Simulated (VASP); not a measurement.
# Mo3W2 (Fmmm) in VASP: a series of runs

The runs below take Mo3W2 through single point, with PBE.

Everything below comes from runs of VASP 6.6.1. Logs are shortened: lines on timing, memory, paths and dates and some standing lists are left out, and cuts for length are marked.

**1. The cell of the first run**

The structure is orthorhombic, space group Fmmm (No. 69). The conventional cell has a = 3.170 Å, b = 4.487 Å, c = 22.411 Å, α = 90.00°, β = 90.00°, γ = 90.00°. Within 3.6 Å of Mo (site symmetry mm2) lie 10 Mo at 2.74 to 3.17 Å and 4 W at 2.75 to 3.17 Å. Mo (site symmetry mmm) has 14 Mo at 2.74 to 3.17 Å within 3.6 Å. W (site symmetry mm2) has 10 W at 2.75 to 3.18 Å and 4 Mo at 2.75 to 3.17 Å within 3.6 Å.

**2. Single point, PBE**

Contents of INCAR:

```
SYSTEM = Mo3W2
PREC = Accurate
ENCUT = 520
EDIFF = 1E-7
ISMEAR = 0
SIGMA = 0.1
LREAL = .False.
LASPH = .True.
NELM = 80
ALGO = Fast
ISIF = 2
LWAVE = .False.
LCHARG = .False.
GGA = PE
NBANDS = 43
```

Contents of KPOINTS:

```
regular mesh
0
Gamma
  6 6 6
  0 0 0
```

Contents of POSCAR:

```
Mo3W2
1.0
    0.0000000000      2.2432968000     11.2056338000
    1.5851128000      0.0000000000     11.2056338000
    1.5851128000      2.2432968000      0.0000000000
Mo W
3 2
Direct
    0.9004920000      0.9004920000      0.0995080000
    0.5000000000      0.5000000000      0.5000000000
    0.0995080000      0.0995080000      0.9004920000
    0.6996600000      0.6996600000      0.3003400000
    0.3003400000      0.3003400000      0.6996600000
```

Potentials or basis: VASP PAW PBE potentials, release 64 (Mo_sv, W_sv).

Launch:

```console
$ cat potpaw_PBE.64/Mo_sv/POTCAR potpaw_PBE.64/W_sv/POTCAR > POTCAR
$ mpirun -np 1 vasp_std > vasp.out
```

OUTCAR:

```text
SYSTEM = Mo3W2
   PREC = Accurate
   ENCUT = 520
   EDIFF = 1E-7
   ISMEAR = 0
   LREAL = .False.
   LASPH = .True.
   NELM = 80
   ISIF = 2
   GGA = PE

 ion  position               nearest neighbor table
   1  0.900  0.900  0.100-   2 2.74   2 2.74   5 2.75   5 2.75   2 3.16   2 3.16   5 3.17   5 3.17

   2  0.500  0.500  0.500-   3 2.74   3 2.74   1 2.74   1 2.74   1 3.16   3 3.16   3 3.16   1 3.16

   3  0.100  0.100  0.900-   2 2.74   2 2.74   4 2.75   4 2.75   2 3.16   2 3.16   4 3.17   4 3.17

   4  0.700  0.700  0.300-   3 2.75   3 2.75   5 2.76   5 2.76   3 3.17   3 3.17   5 3.18   5 3.18

   5  0.300  0.300  0.700-   1 2.75   1 2.75   4 2.76   4 2.76   1 3.17   1 3.17   4 3.18   4 3.18

  LATTYP: Found a face centered orthorhombic cell.
 ALAT       =     3.1702256000
 B/A-ratio  =     1.4152284935
 C/A-ratio  =     7.0692974027

  Lattice vectors:

 A1 = (   0.0000000000,   2.2432968000,  11.2056338000)
 A2 = (   1.5851128000,   0.0000000000,  11.2056338000)
 A3 = (   1.5851128000,   2.2432968000,   0.0000000000)

Analysis of symmetry for initial positions (statically):
=====================================================================
 Subroutine PRICEL returns:
 Original cell was already a primitive cell.

 Routine SETGRP: Setting up the symmetry group for a
 face centered orthorhombic supercell.

 Subroutine GETGRP returns: Found  8 space group operations
 (whereof  8 operations were pure point group operations)
 out of a pool of  8 trial point group operations.

The static configuration has the point symmetry D_2h.

Analysis of symmetry for dynamics (positions and initial velocities):
=====================================================================
 Subroutine PRICEL returns:
 Original cell was already a primitive cell.

 Routine SETGRP: Setting up the symmetry group for a
 face centered orthorhombic supercell.

 Subroutine GETGRP returns: Found  8 space group operations
 (whereof  8 operations were pure point group operations)
 out of a pool of  8 trial point group operations.

The dynamic configuration has the point symmetry D_2h.

 Subroutine INISYM returns: Found  8 space group operations
 (whereof  8 operations are pure point group operations),
 and found     1 'primitive' translations

----------------------------------------------------------------------------------------

                                     Primitive cell

  volume of cell :      79.6917

  direct lattice vectors                    reciprocal lattice vectors
     0.000000000  2.243296800 11.205633800    -0.315434965  0.222886245  0.044620412
     1.585112800  0.000000000 11.205633800     0.315434965 -0.222886245  0.044620412
     1.585112800  2.243296800  0.000000000     0.315434965  0.222886245 -0.044620412

  length of vectors
    11.427974860 11.317190970  2.746809626     0.388803905  0.388803905  0.388803905

  position of ions in fractional coordinates (direct lattice)
     0.900492000  0.900492000  0.099508000
     0.500000000  0.500000000  0.500000000
     0.099508000  0.099508000  0.900492000
     0.699660000  0.699660000  0.300340000
     0.300340000  0.300340000  0.699660000

  ion indices of the primitive-cell ions
   primitive index   ion index
                 1           1
                 2           2
                 3           3
                 4           4
                 5           5

----------------------------------------------------------------------------------------

 KPOINTS: regular mesh

Automatic generation of k-mesh.
 Grid dimensions read from file:
 generate k-points for:    6    6    6

 Generating k-lattice:

  Cartesian coordinates                     Fractional coordinates (reciprocal lattice)
    -0.052572494  0.037147707  0.007436735     0.166666667  0.000000000  0.000000000
     0.052572494 -0.037147707  0.007436735     0.000000000  0.166666667  0.000000000
     0.052572494  0.037147707 -0.007436735     0.000000000  0.000000000  0.166666667

  Length of vectors
     0.064800651  0.064800651  0.064800651

  Shift w.r.t. Gamma in fractional coordinates (k-lattice)
     0.000000000  0.000000000  0.000000000

 Subroutine IBZKPT returns following result:
 ===========================================

 Found     46 irreducible k-points:

 Following reciprocal coordinates:
            Coordinates               Weight
  0.000000  0.000000  0.000000      1.000000
  0.166667  0.000000  0.000000      8.000000
  0.333333 -0.000000 -0.000000      8.000000
  0.500000  0.000000  0.000000      4.000000
  0.166667  0.166667  0.000000      2.000000
  0.333333  0.166667 -0.000000      8.000000
[... 16 lines left out ...]
 -0.166667  0.166667  0.166667      8.000000
  0.500000  0.333333  0.166667      4.000000
 [... further k-points ...]
   k-points           NKPTS =     46   k-points in BZ     NKDIM =     46   number of bands    NBANDS=     43
   number of dos      NEDOS =    301   number of ions     NIONS =      5
   total plane-waves  NPLWV = 151200
   dimension x,y,z NGX =    90 NGY =   84 NGZ =   20
   dimension x,y,z NGXF=   180 NGYF=  168 NGZF=   40
   ions per type =               3   2
   NGX,Y,Z   is equivalent  to a cutoff of  13.09, 12.34, 12.10 a.u.
   NGXF,Y,Z  is equivalent  to a cutoff of  26.19, 24.68, 24.21 a.u.
 SYSTEM =  Mo3W2
   PREC   = accura    normal or accurate (medium, high low for compatibility)
   ISTART =      0    job   : 0-new  1-cont  2-samecut
   ICHARG =      2    charge: 1-file 2-atom 10-const
   ISPIN  =      1    spin polarized calculation?
   LNONCOLLINEAR =      F non collinear calculations
   LSORBIT =      F    spin-orbit coupling
   LASPH  =      T    aspherical Exc in radial PAW
   ENCUT  =  520.0 eV  38.22 Ry    6.18 a.u.  21.25 21.04  5.11*2*pi/ulx,y,z
   NELM   =     80;   NELMIN=  2; NELMDL= -5     # of ELM steps
   EDIFF  = 0.1E-06   stopping-criterion for ELM
   LREAL  =      F    real-space projection
   EDIFFG = 0.1E-05   stopping-criterion for IOM
   NSW    =      0    number of steps for IOM
   IBRION =     -1    ionic relax: 0-MD 1-quasi-New 2-CG
   NFREE  =      0    steps in history (QN), initial steepest desc. (CG)
   ISIF   =      2    stress and relaxation
   ISYM   =      2    0-nonsym 1-usesym 2-fastsym
   POTIM  = 0.5000    time-step for ionic-motion
   TEBEG  =    0.0;   TEEND  =   0.0 temperature during run
   PSTRESS=    0.0 pullay stress
   NELECT =      70.0000    total number of electrons
   NUPDOWN=      -1.0000    fix difference up-down
   EMIN   =  10.00;   EMAX   =-10.00  energy-range for DOS
   EFERMI =   0.00;   METHOD = LEGACY
   ISMEAR =     0;   SIGMA  =   0.10  broadening in eV -4-tet -1-fermi 0-gaus
   EFERMI_NEDOS =   21; number of points for ismear=-14 and -15
   IALGO  =     68    algorithm
   IMIX   =      4    mixing-type and parameters
     AMIX     =   0.40;   BMIX     =  1.00
     AMIX_MAG =   1.60;   BMIX_MAG =  1.00
  volume/ion in A,a.u.               =      15.94       107.56
  Fermi-wavevector in a.u.,A,eV,Ry     =   1.567845  2.962797 33.444988  2.458137
  Thomas-Fermi vector in A             =   2.669964
   LORBIT       =      0    0 simple, 1 ext, 2 COOP (PROOUT), +10 PAW based schemes
   GGA     = PE    functional components
   LHFCALC =     F    Hartree Fock is set to
   AEXX    =    0.0000 exact exchange contribution
   IVDW    =     0    specifies the selected vdW correction
   LEPSILON=     F    determine dielectric tensor
   LRPA    =     F    only Hartree local field effects (RPA)
 non-spin polarized calculation
 RMM-DIIS sequential band-by-band and
 Gauss-broadening in eV      SIGMA  =   0.10
  energy-cutoff  :      520.00
  volume of cell :       79.69
 maximum number of plane-waves:      2180
 NGX is ok and might be reduce to    90
   NGX = 43   NGY = 41   NGZ = 11

 number of electron      69.9999997 magnetization

 Free energy of the ion-electron system (eV)
  ---------------------------------------------------
  ext. energy  EPLUGINS =         0.00000000
  ---------------------------------------------------
  free energy    TOTEN  =       -58.87679130 eV

  energy without entropy =      -58.86825683  energy(sigma->0) =      -58.87252407

 E-fermi :  11.9349     XC(G=0): -13.4132

 val. band max:       11.9252177791   @ k =  -0.3333   0.0000   0.1667
 cond. band min:      11.9952419166   @ k =   0.3333   0.0000   0.3333
 fundamental gap:      0.0700241376
 Fermi energy:        11.9348643547

 k-point     1 :       0.0000    0.0000    0.0000
  band No.  band energies     occupation
      1     -62.2220      2.00000
      2     -62.1599      2.00000
      3     -49.3433      2.00000
      4     -49.2526      2.00000
      5     -49.1631      2.00000
      6     -26.8001      2.00000
[... 35 lines left out ...]
     42      13.5966      0.00000
     43      13.9124      0.00000

 k-point     2 :       0.1667    0.0000    0.0000
  band No.  band energies     occupation
      1     -62.2016      2.00000
      2     -62.1477      2.00000
      3     -49.3013      2.00000
      4     -49.2221      2.00000
      5     -49.1445      2.00000
      6     -26.7474      2.00000
[... 35 lines left out ...]
     42      13.6218      0.00000
     43      13.7335      0.00000

 k-point     3 :       0.3333   -0.0000   -0.0000
  band No.  band energies     occupation
      1     -62.1576      2.00000
      2     -62.1263      2.00000
      3     -49.2073      2.00000
      4     -49.1605      2.00000
      5     -49.1160      2.00000
      6     -26.7567      2.00000
[... 35 lines left out ...]
     42      14.2316      0.00000
     43      14.2573      0.00000

 k-point     4 :       0.5000    0.0000    0.0000
  band No.  band energies     occupation
      1     -62.1256      2.00000
      2     -62.1255      2.00000
      3     -49.1318      2.00000
      4     -49.1296      2.00000
      5     -49.1294      2.00000
      6     -26.9281      2.00000
[... 863 lines left out ...]
     42      14.6352      0.00000
     43      15.1642      0.00000

 k-point    23 :      -0.1667    0.1667    0.1667
  band No.  band energies     occupation
      1     -62.1292      2.00000
      2     -62.1220      2.00000
      3     -49.1433      2.00000
      4     -49.1297      2.00000
      5     -49.1187      2.00000
      6     -26.7526      2.00000
[... 35 lines left out ...]
     42      14.4875      0.00000
     43      14.7150      0.00000

 k-point    24 :       0.5000    0.3333    0.1667
  band No.  band energies     occupation
      1     -62.1918      2.00000
      2     -62.1336      2.00000
      3     -49.2855      2.00000
      4     -49.2011      2.00000
      5     -49.1181      2.00000
      6     -26.7313      2.00000
[... 35 lines left out ...]
     42      12.5770      0.00000
     43      13.1139      0.00000

 [... further k-points ...]
[... 5 lines left out ...]
  --------------------------------------------------------------------------------------
  -------------------------------------------------------------------------------------
  Total       -0.4055427     -0.7313090      0.9461956      0.0000000      0.0000000      0.0000000
  in kB       -8.1533070    -14.7027354     19.0229627      0.0000000      0.0000000      0.0000000
  external PRESSURE =      -1.2776932 kB  Pullay stress =       0.0000000 kB

 VOLUME and BASIS-vectors are now :
 -----------------------------------------------------------------------------
  energy-cutoff  :      520.00
  volume of cell :       79.69
      direct lattice vectors                 reciprocal lattice vectors
     0.000000000  2.243296800 11.205633800    -0.315434965  0.222886245  0.044620412
     1.585112800  0.000000000 11.205633800     0.315434965 -0.222886245  0.044620412
     1.585112800  2.243296800  0.000000000     0.315434965  0.222886245 -0.044620412

 POSITION                                       TOTAL-FORCE (eV/Angst)
 -----------------------------------------------------------------------------------
      1.58511      2.24330     20.18117         0.000000      0.000000     -0.005202
      1.58511      2.24330     11.20563         0.000000      0.000000      0.000000
      1.58511      2.24330      2.23010         0.000000      0.000000      0.005202
      1.58511      2.24330     15.68027         0.000000      0.000000      0.006812
      1.58511      2.24330      6.73100         0.000000      0.000000     -0.006812
 -----------------------------------------------------------------------------------
    total drift:                                0.000000     -0.000000      0.000000

  FREE ENERGIE OF THE ION-ELECTRON SYSTEM (eV)
  ---------------------------------------------------
  free  energy   TOTEN  =       -58.8767913042 eV

  energy  without entropy=      -58.8682568264  energy(sigma->0) =      -58.87252407
```

Wall time 6.7 min (1 thread of Intel Xeon Platinum 8488C (Sapphire Rapids), shared host); peak memory 0.44 GiB.

Results:

* Free energy: -58.8768 eV
* Pressure: -0.1 GPa
* Largest force: 0.007 eV/Å
* Band gap on the k mesh: zero (band 35 reaches 13.11 eV, above the bottom of band 36 at 11.02 eV)

Forces on the atoms (eV/Å):
```
Mo   0.000  0.000 -0.005
Mo   0.000  0.000  0.000
Mo   0.000  0.000  0.005
W    0.000  0.000  0.007
W    0.000  0.000 -0.007
```

Levels at points of the mesh, in eV from the Fermi level:
```csv
k point,band 33,band 34,band 35,band 36,band 37,band 38
"(0.00, 0.00, 0.00)",-1.31,-1.29,-0.12,0.19,0.25,0.42
"(0.50, 0.00, 0.00)",-0.24,0.13,1.18,1.35,1.40,1.51
"(0.50, 0.50, 0.00)",-1.38,-1.33,-1.01,-0.78,1.18,1.28
"(0.50, 0.00, 0.50)",0.09,0.12,1.16,1.81,2.49,2.55
"(0.00, 0.50, 0.50)",0.28,0.39,0.79,0.87,0.98,1.16
```

Caveat: the k points lie up to 0.41 Å⁻¹ apart; spin-orbit coupling is left out, which moves the levels of the heavy elements.

(Continued in part 2 of 2.)
